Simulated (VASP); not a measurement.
Crystal: LiNbO3.

```xyz
5
Lattice="3.9332 0.0000 0.0000 0.0000 3.9332 0.0000 0.0000 0.0000 3.9332" Properties=species:S:1:pos:R:3 pbc="T T T"
Li    0.0000    0.0000    0.0000
Nb    1.9666    1.9666    1.9666
O     1.9666    1.9666    0.0000
O     1.9666    0.0000    1.9666
O     0.0000    1.9666    1.9666
```

Base run:

* Program: VASP 6.6.1
* Functional: r2SCAN
* Potentials or basis: VASP PAW PBE potentials, release 64 (Li_sv, Nb_sv, O)
* Cutoff: 520 eV
* k mesh: 6 × 6 × 6
* Occupations: gaussian, width 0.01 eV
* Spin: no spin polarisation

Its results: band gap on the k mesh 2.11 eV, indirect (least direct gap 2.95 eV).

Q: The run is repeated on the same cell with these changes: functional from r2SCAN to PBE; further incar settings from ALGO = Normal; EDIFF = 1e-07; NBANDS = 25 to ALGO = Normal; EDIFF = 1e-06; NBANDS = 25. What comes out?

A: Band gap on the k mesh 1.72 eV, indirect (least direct gap 2.51 eV).

A k mesh can miss the band edges.
